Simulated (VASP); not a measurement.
# Ta (I4_1/amd) in VASP: relaxation of cell and atoms with PBE

Aim: the relaxation of cell and atoms of Ta with PBE.

Program: VASP 6.6.1. These are calculated values, not measurements. Logs are shortened: lines on timing, memory, paths and dates and some standing lists are left out, and cuts for length are marked.

## 1. The cell of the first run

Symmetry: I4_1/amd, No. 141, tetragonal system. Conventional cell: a = 5.055 Å, b = 5.055 Å, c = 2.780 Å, α = 90.00°, β = 90.00°, γ = 90.00°. Within 3.5 Å of Ta (site symmetry -4m2) lie 10 Ta at 2.62 to 3.28 Å.

## 2. Relaxation of cell and atoms, PBE, target pressure 19 GPa, at which the enthalpy is minimised

File INCAR:

```
SYSTEM = Ta
PREC = Accurate ; ENCUT = 600
EDIFF = 1E-6 ; ISMEAR = -1
SIGMA = 0.1 ; LREAL = .FALSE.
LASPH = .TRUE. ; NELM = 100
ALGO = Normal ; ISIF = 3
LWAVE = .FALSE. ; LCHARG = .FALSE.
GGA = PE ; IBRION = 2
NSW = 60 ; EDIFFG = -0.005
PSTRESS = 190.0
```

File KPOINTS:

```
regular mesh
0
G
  16 16 16
  0 0 0
```

File POSCAR:

```
Ta
1.0
   -2.5274329615      2.5274329615      1.3900881288
    2.5274329615     -2.5274329615      1.3900881288
    2.5274329615      2.5274329615     -1.3900881288
Ta
2
Direct
   -0.3750000000     -0.1250000000     -0.2500000000
    0.3750000000      0.1250000000      0.2500000000
```

Potentials or basis: VASP PAW PBE potentials, release 64 (Ta_pv).

The run is started by

```
$ cat potpaw_PBE.64/Ta_pv/POTCAR > POTCAR
$ mpirun -np 1 vasp_std > vasp.out
```

OUTCAR:

```text
SYSTEM = Ta
   PREC = Accurate
   ENCUT = 600
   EDIFF = 1E-6
   ISMEAR = -1
   LREAL = .FALSE.
   LASPH = .TRUE.
   NELM = 100
   ISIF = 3
   GGA = PE
   IBRION = 2
   NSW = 60
   EDIFFG = -0.005
   PSTRESS = 190.0

 ion  position               nearest neighbor table
   1  0.625  0.875  0.750-   2 2.62   2 2.62   2 2.62   2 2.62   2 3.28   2 3.28   2 3.28   2 3.28

   2  0.375  0.125  0.250-   1 2.62   1 2.62   1 2.62   1 2.62   1 3.28   1 3.28   1 3.28   1 3.28

  LATTYP: Found a body centered tetragonal cell.
 ALAT       =     5.0548659230
 C/A-ratio  =     0.5500000000

  Lattice vectors:

 A1 = (  -2.5274329615,   2.5274329615,   1.3900881288)
 A2 = (   2.5274329615,  -2.5274329615,   1.3900881288)
 A3 = (   2.5274329615,   2.5274329615,  -1.3900881288)

Analysis of symmetry for initial positions (statically):
=====================================================================
 Subroutine PRICEL returns:
 Original cell was already a primitive cell.

 Routine SETGRP: Setting up the symmetry group for a
 body centered tetragonal supercell.

 Subroutine GETGRP returns: Found 16 space group operations
 (whereof  4 operations were pure point group operations)
 out of a pool of 16 trial point group operations.

The static configuration has the point symmetry C_2h.
 The point group associated with its full space group is D_4h.

Analysis of symmetry for dynamics (positions and initial velocities):
=====================================================================
 Subroutine PRICEL returns:
 Original cell was already a primitive cell.

 Routine SETGRP: Setting up the symmetry group for a
 body centered tetragonal supercell.

 Subroutine GETGRP returns: Found 16 space group operations
 (whereof  4 operations were pure point group operations)
 out of a pool of 16 trial point group operations.

The dynamic configuration has the point symmetry C_2h.
 The point group associated with its full space group is D_4h.

 Subroutine INISYM returns: Found 16 space group operations
 (whereof  4 operations are pure point group operations),
 and found     1 'primitive' translations

----------------------------------------------------------------------------------------

                                     Primitive cell

  volume of cell :      35.5191

  direct lattice vectors                    reciprocal lattice vectors
    -2.527432962  2.527432962  1.390088129     0.000000000  0.197829184  0.359689425
     2.527432962 -2.527432962  1.390088129     0.197829184  0.000000000  0.359689425
     2.527432962  2.527432962 -1.390088129     0.197829184  0.197829184  0.000000000

  length of vectors
     3.835124477  3.835124477  3.835124477     0.410503189  0.410503189  0.279772715

  position of ions in fractional coordinates (direct lattice)
     0.625000000  0.875000000  0.750000000
     0.375000000  0.125000000  0.250000000

  ion indices of the primitive-cell ions
   primitive index   ion index
                 1           1
                 2           2

----------------------------------------------------------------------------------------

 KPOINTS: regular mesh

Automatic generation of k-mesh.
 Grid dimensions read from file:
 generate k-points for:   16   16   16

 Generating k-lattice:

  Cartesian coordinates                     Fractional coordinates (reciprocal lattice)
     0.000000000  0.012364324  0.022480589     0.062500000 -0.000000000  0.000000000
     0.012364324  0.000000000  0.022480589    -0.000000000  0.062500000  0.000000000
     0.012364324  0.012364324  0.000000000     0.000000000  0.000000000  0.062500000

  Length of vectors
     0.025656449  0.025656449  0.017485795

  Shift w.r.t. Gamma in fractional coordinates (k-lattice)
     0.000000000  0.000000000  0.000000000

 Subroutine IBZKPT returns following result:
 ===========================================

 Found    349 irreducible k-points:

 Following reciprocal coordinates:
            Coordinates               Weight
  0.000000  0.000000  0.000000      1.000000
  0.062500  0.000000  0.000000      8.000000
  0.125000  0.000000  0.000000      8.000000
  0.187500  0.000000 -0.000000      8.000000
  0.250000  0.000000  0.000000      8.000000
  0.312500  0.000000  0.000000      8.000000
[... 16 lines left out ...]
 -0.125000  0.062500 -0.000000     16.000000
 -0.062500  0.062500  0.000000      4.000000
 [... further k-points ...]
   k-points           NKPTS =    349   k-points in BZ     NKDIM =    349   number of bands    NBANDS=     15
   number of dos      NEDOS =    301   number of ions     NIONS =      2
   total plane-waves  NPLWV =  32768
   dimension x,y,z NGX =    32 NGY =   32 NGZ =   32
   dimension x,y,z NGXF=    64 NGYF=   64 NGZF=   64
   ions per type =               2
   NGX,Y,Z   is equivalent  to a cutoff of  13.87, 13.87, 13.87 a.u.
   NGXF,Y,Z  is equivalent  to a cutoff of  27.74, 27.74, 27.74 a.u.
 SYSTEM =  Ta
   PREC   = accura    normal or accurate (medium, high low for compatibility)
   ISTART =      0    job   : 0-new  1-cont  2-samecut
   ICHARG =      2    charge: 1-file 2-atom 10-const
   ISPIN  =      1    spin polarized calculation?
   LNONCOLLINEAR =      F non collinear calculations
   LSORBIT =      F    spin-orbit coupling
   LASPH  =      T    aspherical Exc in radial PAW
   ENCUT  =  600.0 eV  44.10 Ry    6.64 a.u.   7.66  7.66  7.66*2*pi/ulx,y,z
   NELM   =    100;   NELMIN=  2; NELMDL= -5     # of ELM steps
   EDIFF  = 0.1E-05   stopping-criterion for ELM
   LREAL  =      F    real-space projection
   EDIFFG = -.5E-02   stopping-criterion for IOM
   NSW    =     60    number of steps for IOM
   IBRION =      2    ionic relax: 0-MD 1-quasi-New 2-CG
   NFREE  =      1    steps in history (QN), initial steepest desc. (CG)
   ISIF   =      3    stress and relaxation
   ISYM   =      2    0-nonsym 1-usesym 2-fastsym
   POTIM  = 0.5000    time-step for ionic-motion
   TEBEG  =    0.0;   TEEND  =   0.0 temperature during run
   PSTRESS=  190.0 pullay stress
   NELECT =      22.0000    total number of electrons
   NUPDOWN=      -1.0000    fix difference up-down
   EMIN   =  10.00;   EMAX   =-10.00  energy-range for DOS
   EFERMI =   0.00;   METHOD = LEGACY
   ISMEAR =    -1;   SIGMA  =   0.10  broadening in eV -4-tet -1-fermi 0-gaus
   EFERMI_NEDOS =   21; number of points for ismear=-14 and -15
   IALGO  =     38    algorithm
   IMIX   =      4    mixing-type and parameters
     AMIX     =   0.40;   BMIX     =  1.00
     AMIX_MAG =   1.60;   BMIX_MAG =  1.00
  volume/ion in A,a.u.               =      17.76       119.85
  Fermi-wavevector in a.u.,A,eV,Ry     =   1.395496  2.637105 26.496100  1.947408
  Thomas-Fermi vector in A             =   2.518942
   LORBIT       =      0    0 simple, 1 ext, 2 COOP (PROOUT), +10 PAW based schemes
   GGA     = PE    functional components
   LHFCALC =     F    Hartree Fock is set to
   AEXX    =    0.0000 exact exchange contribution
   IVDW    =     0    specifies the selected vdW correction
   LEPSILON=     F    determine dielectric tensor
   LRPA    =     F    only Hartree local field effects (RPA)
 conjugate gradient relaxation of ions
 non-spin polarized calculation
  energy-cutoff  :      600.00
  volume of cell :       35.52
 maximum number of plane-waves:      1205
   NGX = 15   NGY = 15   NGZ = 15

--------------------------------------- Ionic step        1  -------------------------------------------

 number of electron      22.0000000 magnetization

 Free energy of the ion-electron system (eV)
  ---------------------------------------------------
  ext. energy  EPLUGINS =         0.00000000
  ---------------------------------------------------
  free energy    TOTEN  =       -21.90529752 eV

  energy without entropy =      -21.84153228  energy(sigma->0) =      -21.87341490

------------------------ aborting loop because EDIFF is reached ----------------------------------------

  FORCE on cell =-STRESS in cart. coord.  units (eV):
  Direction    XX          YY          ZZ          XY          YZ          ZX
  --------------------------------------------------------------------------------------
  -------------------------------------------------------------------------------------
  Total        4.8929740      4.8929740      3.4569593      0.0000000     -0.0000000      0.0000000
  in kB      220.7099293    220.7099293    155.9348687      0.0000000     -0.0000000      0.0000000
  external PRESSURE =       9.1182425 kB  Pullay stress =     190.0000000 kB

 VOLUME and BASIS-vectors are now :
 -----------------------------------------------------------------------------
  energy-cutoff  :      600.00
  volume of cell :       35.52
      direct lattice vectors                 reciprocal lattice vectors
    -2.527432962  2.527432962  1.390088129     0.000000000  0.197829184  0.359689425
     2.527432962 -2.527432962  1.390088129     0.197829184  0.000000000  0.359689425
     2.527432962  2.527432962 -1.390088129     0.197829184  0.197829184  0.000000000
[... 122 lines left out ...]
  FREE ENERGIE OF THE ION-ELECTRON SYSTEM (eV)
  ---------------------------------------------------
  free  energy   TOTEN  =       -21.8908473391 eV

  energy  without entropy=      -21.8290367309  energy(sigma->0) =      -21.85994203

  enthalpy is  TOTEN    =       -17.7022980049 eV   P V=        4.1885493342

--------------------------------------- Ionic step        5  -------------------------------------------

 number of electron      21.9999999 magnetization

 Free energy of the ion-electron system (eV)
  ---------------------------------------------------
  ext. energy  EPLUGINS =         0.00000000
  ---------------------------------------------------
  free energy    TOTEN  =       -21.93920535 eV

  energy without entropy =      -21.87657752  energy(sigma->0) =      -21.90789144

 E-fermi :   5.9417     XC(G=0): -12.5852

 val. band max:        5.9365569412   @ k =  -0.1875  -0.3125   0.0625
 cond. band min:       5.9481513891   @ k =  -0.1250  -0.3125   0.0625
 fundamental gap:      0.0115944479
 Fermi energy:         5.9416597318

 k-point     1 :       0.0000    0.0000    0.0000
  band No.  band energies     occupation
      1     -28.7193      2.00000
      2     -28.7193      2.00000
      3     -27.3588      2.00000
      4     -27.3588      2.00000
      5     -27.3487      2.00000
      6     -27.3315      2.00000
      7      -2.2582      2.00000
      8       1.0835      2.00000
      9       3.2556      2.00000
     10       3.4785      2.00000
     11       4.6744      1.99999
     12       9.3524      0.00000
     13       9.3524      0.00000
     14       9.4595      0.00000
     15       9.4595      0.00000
[... 397 lines left out ...]
 k-point    24 :      -0.0625    0.0625    0.0000
  band No.  band energies     occupation
      1     -28.7094      2.00000
      2     -28.7086      2.00000
      3     -27.4107      2.00000
      4     -27.3757      2.00000
      5     -27.3303      2.00000
      6     -27.3108      2.00000
      7      -2.1844      2.00000
      8       1.1409      2.00000
      9       3.2978      2.00000
     10       3.4499      2.00000
     11       4.6425      2.00000
     12       9.3813      0.00000
     13       9.4072      0.00000
     14       9.5047      0.00000
     15       9.5132      0.00000

 [... further k-points ...]

------------------------ aborting loop because EDIFF is reached ----------------------------------------

  FORCE on cell =-STRESS in cart. coord.  units (eV):
  Direction    XX          YY          ZZ          XY          YZ          ZX
  --------------------------------------------------------------------------------------
  -------------------------------------------------------------------------------------
  Total        4.2272796      4.2272796      4.2391888      0.0000000      0.0000000     -0.0000000
  in kB      189.7336451    189.7336451    190.2681642      0.0000000      0.0000000     -0.0000000
  external PRESSURE =      -0.0881818 kB  Pullay stress =     190.0000000 kB

 VOLUME and BASIS-vectors are now :
 -----------------------------------------------------------------------------
  energy-cutoff  :      600.00
  volume of cell :       35.70
      direct lattice vectors                 reciprocal lattice vectors
    -2.553499517  2.553499517  1.368660260     0.000000000  0.195809710  0.365320755
     2.553499517 -2.553499517  1.368660260     0.195809710  0.000000000  0.365320755
     2.553499517  2.553499517 -1.368660260     0.195809710  0.195809710  0.000000000

 POSITION                                       TOTAL-FORCE (eV/Angst)
 -----------------------------------------------------------------------------------
      2.55350      1.27675      1.02650         0.000000      0.000000     -0.000000
      0.00000      1.27675      0.34217        -0.000000     -0.000000      0.000000
 -----------------------------------------------------------------------------------
    total drift:                                0.000000     -0.000000      0.000000

  FREE ENERGIE OF THE ION-ELECTRON SYSTEM (eV)
  ---------------------------------------------------
  free  energy   TOTEN  =       -21.9392053529 eV

  energy  without entropy=      -21.8765775233  energy(sigma->0) =      -21.90789144

  enthalpy is  TOTEN    =       -17.7059913173 eV   P V=        4.2332140356

 reached required accuracy - stopping structural energy minimisation
```

Run time: 4.2 min. Hardware: 1 thread of Intel Xeon 6975P-C (Granite Rapids), shared host; peak memory 0.33 GiB.

What came out:

```
Free energy                                                : -21.9392 eV
Relaxed volume                                             : 17.85 Å³/atom
Relaxed cell                                               : a = 3.862 Å, b = 3.862 Å, c = 3.862 Å, α = 97.22°, β = 97.22°, γ = 138.49°
Space group after relaxing (to 0.1 Å)                      : I4_1/amd (No. 141)
Energy change on relaxing (the run minimises the enthalpy) : -17.0 meV/atom
Ionic steps                                                : 5
Pressure after relaxing                                    : 19.0 GPa
Band gap on the k mesh                                     : zero (bands 11 and 12 overlap by 1.60 eV)
```

The path:
```csv
step,energy change (eV),largest force (eV/Å),pressure (GPa),volume (Å³)
1,0.0000,0.0000,19.91,35.52
2,-0.0695,0.0000,17.01,36.03
3,-0.0529,0.0000,17.86,35.86
4,0.0145,0.0000,21.53,35.32
5,-0.0339,0.0000,18.99,35.70
```

Final structure:
```
Ta
1.0
    -2.55350    2.55350    1.36866
     2.55350   -2.55350    1.36866
     2.55350    2.55350   -1.36866
Ta
2
Direct
  0.62500 0.87500 0.75000
  0.37500 0.12500 0.25000
```

Levels at points of the mesh, in eV from the Fermi level:
| k point | band 7 | band 8 | band 9 | band 10 | band 11 | band 12 | band 13 | band 14 | band 15 |
| --- | --- | --- | --- | --- | --- | --- | --- | --- | --- |
| (0.00, 0.00, 0.00) | -8.20 | -4.86 | -2.69 | -2.46 | -1.27 | 3.41 | 3.41 | 3.52 | 3.52 |
| (0.50, 0.00, 0.00) | -4.25 | -3.95 | -2.35 | -1.45 | 0.64 | 0.78 | 1.04 | 3.24 | 4.48 |
| (0.50, 0.50, 0.00) | -4.73 | -4.73 | -1.88 | -1.88 | -0.02 | -0.02 | 1.63 | 1.63 | 4.76 |
| (0.50, 0.50, 0.50) | -4.51 | -4.51 | -1.21 | -1.21 | 0.05 | 0.05 | 2.53 | 2.53 | 4.26 |

Caveat: the cell is relaxed towards a set pressure, so the run minimises the enthalpy, not the energy; spin-orbit coupling is left out, which moves the levels of the heavy elements.
